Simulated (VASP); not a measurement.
# Si (Pccn) in VASP: further runs

The runs below take Si through single point, relaxation of cell and atoms, with PBE.

Everything below comes from runs of VASP 6.6.1. Logs are shortened: lines on timing, memory, paths and dates and some standing lists are left out, and cuts for length are marked.

### Step 1. The cell of the first run

It takes space group Pccn (No. 56, orthorhombic). The conventional cell has a = 3.692 Å, b = 6.115 Å, c = 6.596 Å, α = 90.00°, β = 90.00°, γ = 90.00°. Si (site symmetry 1) has 4 Si at 2.36 to 2.42 Å within 3.1 Å.

### Step 2. Single point, PBE

Input file INCAR:

```
PREC = Accurate
ENCUT = 520
EDIFF = 1E-6
ISMEAR = 0
SIGMA = 0.1
LREAL = F
LASPH = T
NELM = 100
ALGO = Normal
ISIF = 2
LWAVE = F
LCHARG = F
GGA = PE
NBANDS = 26
```

Input file KPOINTS:

```
regular mesh
0
Gamma
  10 6 6
```

Input file POSCAR:

```
Si
1.0
    3.6915290739      0.0000000000      0.0000000000
    0.0000000000      6.1150674189      0.0000000000
    0.0000000000      0.0000000000      6.5963695438
Si
8
Direct
    0.1308624237      0.5655408669      0.1560453105
    0.1308624237      0.9344591331      0.6560453105
    0.6308624237      0.0655408669      0.8439546895
    0.3691375763      0.9344591331      0.1560453105
    0.8691375763      0.0655408669      0.3439546895
    0.8691375763      0.4344591331      0.8439546895
    0.6308624237      0.4344591331      0.3439546895
    0.3691375763      0.5655408669      0.6560453105
```

Potentials or basis: VASP PAW PBE potentials, release 64 (Si).

The run is started by

```sh
> cat potpaw_PBE.64/Si/POTCAR > POTCAR
> mpirun -np 1 vasp_std > vasp.out
```

OUTCAR:

```text
PREC = Accurate
   ENCUT = 520
   EDIFF = 1E-6
   ISMEAR = 0
   LREAL = F
   LASPH = T
   NELM = 100
   ISIF = 2
   GGA = PE

 ion  position               nearest neighbor table
   1  0.131  0.566  0.156-   7 2.36   7 2.36   6 2.41   4 2.42
   2  0.131  0.934  0.656-   3 2.36   3 2.36   5 2.41   8 2.42
   3  0.631  0.066  0.844-   2 2.36   2 2.36   4 2.41   6 2.42
   4  0.369  0.934  0.156-   5 2.36   5 2.36   3 2.41   1 2.42
   5  0.869  0.066  0.344-   4 2.36   4 2.36   2 2.41   7 2.42
   6  0.869  0.434  0.844-   8 2.36   8 2.36   1 2.41   3 2.42
   7  0.631  0.434  0.344-   1 2.36   1 2.36   8 2.41   5 2.42
   8  0.369  0.566  0.656-   6 2.36   6 2.36   7 2.41   2 2.42

  LATTYP: Found a simple orthorhombic cell.
 ALAT       =     3.6915290739
 B/A-ratio  =     1.6565134112
 C/A-ratio  =     1.7868935641

  Lattice vectors:

 A1 = (   3.6915290739,   0.0000000000,   0.0000000000)
 A2 = (   0.0000000000,   6.1150674189,   0.0000000000)
 A3 = (   0.0000000000,   0.0000000000,   6.5963695438)

Analysis of symmetry for initial positions (statically):
=====================================================================
 Subroutine PRICEL returns:
 Original cell was already a primitive cell.

 Routine SETGRP: Setting up the symmetry group for a
 simple orthorhombic supercell.

 Subroutine GETGRP returns: Found  8 space group operations
 (whereof  2 operations were pure point group operations)
 out of a pool of  8 trial point group operations.

The static configuration has the point symmetry S_2 .
 The point group associated with its full space group is D_2h.

Analysis of symmetry for dynamics (positions and initial velocities):
=====================================================================
 Subroutine PRICEL returns:
 Original cell was already a primitive cell.

 Routine SETGRP: Setting up the symmetry group for a
 simple orthorhombic supercell.

 Subroutine GETGRP returns: Found  8 space group operations
 (whereof  2 operations were pure point group operations)
 out of a pool of  8 trial point group operations.

The dynamic configuration has the point symmetry S_2 .
 The point group associated with its full space group is D_2h.

 Subroutine INISYM returns: Found  8 space group operations
 (whereof  2 operations are pure point group operations),
 and found     1 'primitive' translations

----------------------------------------------------------------------------------------

                                     Primitive cell

  volume of cell :     148.9061

  direct lattice vectors                    reciprocal lattice vectors
     3.691529074  0.000000000  0.000000000     0.270890458  0.000000000  0.000000000
     0.000000000  6.115067419  0.000000000     0.000000000  0.163530495  0.000000000
     0.000000000  0.000000000  6.596369544     0.000000000  0.000000000  0.151598541

  length of vectors
     3.691529074  6.115067419  6.596369544     0.270890458  0.163530495  0.151598541

  position of ions in fractional coordinates (direct lattice)
     0.130862424  0.565540867  0.156045310
     0.130862424  0.934459133  0.656045310
     0.630862424  0.065540867  0.843954690
     0.369137576  0.934459133  0.156045310
     0.869137576  0.065540867  0.343954690
     0.869137576  0.434459133  0.843954690
     0.630862424  0.434459133  0.343954690
     0.369137576  0.565540867  0.656045310

  ion indices of the primitive-cell ions
   primitive index   ion index
                 1           1
                 2           2
                 3           3
                 4           4
                 5           5
                 6           6
                 7           7
                 8           8

----------------------------------------------------------------------------------------

 KPOINTS: regular mesh

Automatic generation of k-mesh.
 Grid dimensions read from file:
 generate k-points for:   10    6    6

 Generating k-lattice:

  Cartesian coordinates                     Fractional coordinates (reciprocal lattice)
     0.027089046  0.000000000  0.000000000     0.100000000  0.000000000  0.000000000
     0.000000000  0.027255082  0.000000000     0.000000000  0.166666667  0.000000000
     0.000000000  0.000000000  0.025266424     0.000000000  0.000000000  0.166666667

  Length of vectors
     0.027089046  0.027255082  0.025266424

  Shift w.r.t. Gamma in fractional coordinates (k-lattice)
     0.000000000  0.000000000  0.000000000

 Subroutine IBZKPT returns following result:
 ===========================================

 Found     96 irreducible k-points:

 Following reciprocal coordinates:
            Coordinates               Weight
  0.000000  0.000000  0.000000      1.000000
  0.100000  0.000000  0.000000      2.000000
  0.200000  0.000000  0.000000      2.000000
  0.300000  0.000000  0.000000      2.000000
  0.400000  0.000000  0.000000      2.000000
  0.500000  0.000000  0.000000      1.000000
[... 16 lines left out ...]
  0.400000  0.500000  0.000000      2.000000
  0.500000  0.500000  0.000000      1.000000
 [... further k-points ...]
   k-points           NKPTS =     96   k-points in BZ     NKDIM =     96   number of bands    NBANDS=     26
   number of dos      NEDOS =    301   number of ions     NIONS =      8
   total plane-waves  NPLWV =  67200
   dimension x,y,z NGX =    28 NGY =   48 NGZ =   50
   dimension x,y,z NGXF=    56 NGYF=   96 NGZF=  100
   ions per type =               8
   NGX,Y,Z   is equivalent  to a cutoff of  12.61, 13.05, 12.60 a.u.
   NGXF,Y,Z  is equivalent  to a cutoff of  25.22, 26.10, 25.20 a.u.
 SYSTEM =  unknown system
   PREC   = accura    normal or accurate (medium, high low for compatibility)
   ISTART =      0    job   : 0-new  1-cont  2-samecut
   ICHARG =      2    charge: 1-file 2-atom 10-const
   ISPIN  =      1    spin polarized calculation?
   LNONCOLLINEAR =      F non collinear calculations
   LSORBIT =      F    spin-orbit coupling
   LASPH  =      T    aspherical Exc in radial PAW
   ENCUT  =  520.0 eV  38.22 Ry    6.18 a.u.   6.86 11.37 12.26*2*pi/ulx,y,z
   NELM   =    100;   NELMIN=  2; NELMDL= -5     # of ELM steps
   EDIFF  = 0.1E-05   stopping-criterion for ELM
   LREAL  =      F    real-space projection
   EDIFFG = 0.1E-04   stopping-criterion for IOM
   NSW    =      0    number of steps for IOM
   IBRION =     -1    ionic relax: 0-MD 1-quasi-New 2-CG
   NFREE  =      0    steps in history (QN), initial steepest desc. (CG)
   ISIF   =      2    stress and relaxation
   ISYM   =      2    0-nonsym 1-usesym 2-fastsym
   POTIM  = 0.5000    time-step for ionic-motion
   TEBEG  =    0.0;   TEEND  =   0.0 temperature during run
   PSTRESS=    0.0 pullay stress
   NELECT =      32.0000    total number of electrons
   NUPDOWN=      -1.0000    fix difference up-down
   EMIN   =  10.00;   EMAX   =-10.00  energy-range for DOS
   EFERMI =   0.00;   METHOD = LEGACY
   ISMEAR =     0;   SIGMA  =   0.10  broadening in eV -4-tet -1-fermi 0-gaus
   EFERMI_NEDOS =   21; number of points for ismear=-14 and -15
   IALGO  =     38    algorithm
   IMIX   =      4    mixing-type and parameters
     AMIX     =   0.40;   BMIX     =  1.00
     AMIX_MAG =   1.60;   BMIX_MAG =  1.00
  volume/ion in A,a.u.               =      18.61       125.61
  Fermi-wavevector in a.u.,A,eV,Ry     =   0.980590  1.853046 13.082765  0.961556
  Thomas-Fermi vector in A             =   2.111531
   LORBIT       =      0    0 simple, 1 ext, 2 COOP (PROOUT), +10 PAW based schemes
   GGA     = PE    functional components
   LHFCALC =     F    Hartree Fock is set to
   AEXX    =    0.0000 exact exchange contribution
   IVDW    =     0    specifies the selected vdW correction
   LEPSILON=     F    determine dielectric tensor
   LRPA    =     F    only Hartree local field effects (RPA)
 non-spin polarized calculation
 Gauss-broadening in eV      SIGMA  =   0.10
  energy-cutoff  :      520.00
  volume of cell :      148.91
 maximum number of plane-waves:      4042
 NGX is ok and might be reduce to    28
   NGX = 13   NGY = 23   NGZ = 25

 number of electron      32.0000000 magnetization

 Free energy of the ion-electron system (eV)
  ---------------------------------------------------
  ext. energy  EPLUGINS =         0.00000000
  ---------------------------------------------------
  free energy    TOTEN  =       -41.23853855 eV

  energy without entropy =      -41.23713367  energy(sigma->0) =      -41.23783611

 E-fermi :   6.6965     XC(G=0):  -9.8889

 val. band max:        6.6844094174   @ k =   0.5000   0.5000   0.5000
 cond. band min:       6.7336799466   @ k =   0.0000   0.0000   0.0000
 fundamental gap:      0.0492705292
 Fermi energy:         6.6964505459

 k-point     1 :       0.0000    0.0000    0.0000
  band No.  band energies     occupation
      1      -5.7064      2.00000
      2      -3.3500      2.00000
      3      -3.1536      2.00000
      4      -1.7216      2.00000
      5      -0.6913      2.00000
      6      -0.6186      2.00000
[... 18 lines left out ...]
     25      10.6558      0.00000
     26      10.9428      0.00000

 k-point     2 :       0.1000    0.0000    0.0000
  band No.  band energies     occupation
      1      -5.6059      2.00000
      2      -3.2533      2.00000
      3      -3.0542      2.00000
      4      -1.6455      2.00000
      5      -0.6085      2.00000
      6      -0.5901      2.00000
[... 18 lines left out ...]
     25      10.5956      0.00000
     26      11.3154      0.00000

 k-point     3 :       0.2000    0.0000    0.0000
  band No.  band energies     occupation
      1      -5.3058      2.00000
      2      -2.9670      2.00000
      3      -2.7568      2.00000
      4      -1.4324      2.00000
      5      -0.7375      2.00000
      6      -0.2872      2.00000
[... 572 lines left out ...]
 k-point    23 :       0.4000    0.5000    0.0000
  band No.  band energies     occupation
      1      -3.3646      2.00000
      2      -3.3646      2.00000
      3      -1.3978      2.00000
      4      -1.3978      2.00000
      5      -1.0339      2.00000
      6      -1.0339      2.00000
[... 18 lines left out ...]
     25      10.6826      0.00000
     26      10.6826      0.00000

 k-point    24 :       0.5000    0.5000    0.0000
  band No.  band energies     occupation
      1      -2.9032      2.00000
      2      -2.9032      2.00000
      3      -1.8704      2.00000
      4      -1.8704      2.00000
      5      -0.7468      2.00000
      6      -0.7468      2.00000
[... 18 lines left out ...]
     25      10.7448      0.00000
     26      10.7448      0.00000

 [... further k-points ...]
[... 5 lines left out ...]
  --------------------------------------------------------------------------------------
  -------------------------------------------------------------------------------------
  Total       -0.0690241     -0.0861553     -0.0827866      0.0000000      0.0000000      0.0000000
  in kB       -0.7426747     -0.9270004     -0.8907550      0.0000000      0.0000000      0.0000000
  external PRESSURE =      -0.8534767 kB  Pullay stress =       0.0000000 kB

 VOLUME and BASIS-vectors are now :
 -----------------------------------------------------------------------------
  energy-cutoff  :      520.00
  volume of cell :      148.91
      direct lattice vectors                 reciprocal lattice vectors
     3.691529074  0.000000000  0.000000000     0.270890458  0.000000000  0.000000000
     0.000000000  6.115067419  0.000000000     0.000000000  0.163530495  0.000000000
     0.000000000  0.000000000  6.596369544     0.000000000  0.000000000  0.151598541

 POSITION                                       TOTAL-FORCE (eV/Angst)
 -----------------------------------------------------------------------------------
      0.48308      3.45832      1.02933         0.000996     -0.000999      0.002241
      0.48308      5.71428      4.32752         0.000996      0.000999      0.002241
      2.32885      0.40079      5.56704         0.000996     -0.000999     -0.002241
      1.36268      5.71428      1.02933        -0.000996      0.000999      0.002241
      3.20845      0.40079      2.26885        -0.000996     -0.000999     -0.002241
      3.20845      2.65675      5.56704        -0.000996      0.000999     -0.002241
      2.32885      2.65675      2.26885         0.000996      0.000999     -0.002241
      1.36268      3.45832      4.32752        -0.000996     -0.000999      0.002241
 -----------------------------------------------------------------------------------
    total drift:                               -0.000000     -0.000000     -0.000000

  FREE ENERGIE OF THE ION-ELECTRON SYSTEM (eV)
  ---------------------------------------------------
  free  energy   TOTEN  =       -41.2385385539 eV

  energy  without entropy=      -41.2371336688  energy(sigma->0) =      -41.23783611
```

Run time: 1.7 min. Hardware: 1 thread of Intel Xeon 6975P-C (Granite Rapids), shared host; peak memory 0.4 GiB.

Results:

```
Free energy            : -41.2385 eV
Pressure               : -0.1 GPa
Band gap on the k mesh : zero (band 16 reaches 6.73 eV, above the bottom of band 17 at 6.68 eV)
```

Forces on the atoms (eV/Å):
```
Si   0.001 -0.001  0.002
Si   0.001  0.001  0.002
Si   0.001 -0.001 -0.002
Si  -0.001  0.001  0.002
Si  -0.001 -0.001 -0.002
Si  -0.001  0.001 -0.002
Si   0.001  0.001 -0.002
Si  -0.001 -0.001  0.002
```

### Step 3. Relaxation of cell and atoms, PBE

Input file INCAR:

```
ALGO = Normal
EDIFF = 1E-6
EDIFFG = -0.01
ENCUT = 600
GGA = PE
IBRION = 2
ISIF = 3
ISMEAR = 0
LASPH = T
LCHARG = F
LREAL = F
LWAVE = F
NELM = 100
NSW = 100
PREC = Accurate
SIGMA = 0.1
```

Input file KPOINTS:

```
k-points
0
Gamma
  10 6 6
```

Input file POSCAR:

```
Si
1.0
    3.6884112945      0.0000000000      0.0000000000
    0.0000000000      6.1122663221      0.0000000000
    0.0000000000      0.0000000000      6.5917862356
Si
8
Direct
    0.1304846053      0.5658253907      0.1559984584
    0.1304846053      0.9341746093      0.6559984584
    0.6304846053      0.0658253907      0.8440015416
    0.3695153947      0.9341746093      0.1559984584
    0.8695153947      0.0658253907      0.3440015416
    0.8695153947      0.4341746093      0.8440015416
    0.6304846053      0.4341746093      0.3440015416
    0.3695153947      0.5658253907      0.6559984584
```

Potentials or basis: VASP PAW PBE potentials, release 64 (Si).

The run is started by

```sh
> cat potpaw_PBE.64/Si/POTCAR > POTCAR
> mpirun -np 1 vasp_std > vasp.out
```

Run time: 4 min. Hardware: 1 thread of Intel Xeon 6975P-C (Granite Rapids), shared host; peak memory 0.44 GiB.

It converged, with:

```
Free energy                            : -41.2391 eV
Relaxed volume                         : 18.60 Å³/atom
Relaxed cell                           : a = 3.691 Å, b = 6.113 Å, c = 6.594 Å, α = 90.00°, β = 90.00°, γ = 90.00°
Space group after relaxing (to 0.05 Å) : Pccn (No. 56)
Energy gained by relaxing              : 0.0 meV/atom
Ionic steps                            : 4
Pressure after relaxing                : 0.0 GPa
Largest force after relaxing           : 0.004 eV/Å
Band gap on the k mesh                 : zero (band 16 reaches 6.74 eV, above the bottom of band 17 at 6.70 eV)
```

Forces on the atoms (eV/Å):
```
Si   0.003  0.000 -0.002
Si   0.003  0.000 -0.002
Si   0.003  0.000  0.002
Si  -0.003  0.000 -0.002
Si  -0.003  0.000  0.002
Si  -0.003  0.000  0.002
Si   0.003  0.000  0.002
Si  -0.003  0.000 -0.002
```

Step by step:
| step | energy change (eV) | largest force (eV/Å) | pressure (GPa) | volume (Å³) |
| --- | --- | --- | --- | --- |
| 1 | 0.0000 | 0.0266 | 0.09 | 148.61 |
| 2 | -0.0002 | 0.0060 | -0.04 | 148.84 |
| 3 | -0.0002 | 0.0065 | -0.04 | 148.83 |
| 4 | -0.0002 | 0.0037 | 0.00 | 148.78 |

Final structure:
```
CELL_PARAMETERS angstrom
3.69089 0.00000 0.00000
0.00000 6.11284 0.00000
0.00000 0.00000 6.59417
ATOMIC_POSITIONS crystal
Si 0.13055 0.56558 0.15611
Si 0.13055 0.93442 0.65611
Si 0.63055 0.06558 0.84389
Si 0.36945 0.93442 0.15611
Si 0.86945 0.06558 0.34389
Si 0.86945 0.43442 0.84389
Si 0.63055 0.43442 0.34389
Si 0.36945 0.56558 0.65611
```

Levels at points of the mesh, in eV from the Fermi level:
```csv
k point,band 12,band 13,band 14,band 15,band 16,band 17,band 18,band 19,band 20,band 21
"(0.00, 0.00, 0.00)",-0.99,-0.81,-0.75,-0.08,0.04,1.66,1.83,2.54,2.87,2.87
"(0.50, 0.00, 0.00)",-4.37,-2.95,-2.95,-1.92,-1.92,0.56,0.56,2.65,2.65,4.44
"(0.00, 0.50, 0.00)",-1.22,-0.98,-0.98,-0.36,-0.36,1.29,1.29,1.59,1.59,2.41
"(0.50, 0.50, 0.00)",-3.92,-1.90,-1.90,-0.21,-0.21,0.34,0.34,2.59,2.59,2.63
"(0.00, 0.00, 0.50)",-1.32,-1.07,-1.07,-0.89,-0.89,2.09,2.09,2.11,2.11,3.00
"(0.50, 0.00, 0.50)",-3.92,-1.97,-1.97,-1.97,-1.97,0.76,0.76,0.76,0.76,2.95
"(0.00, 0.50, 0.50)",-2.94,-1.03,-1.03,-1.03,-1.03,1.40,1.40,1.40,1.40,3.55
"(0.50, 0.50, 0.50)",-2.19,-1.90,-1.90,-0.73,-0.73,-0.01,-0.01,0.39,0.39,1.21
```
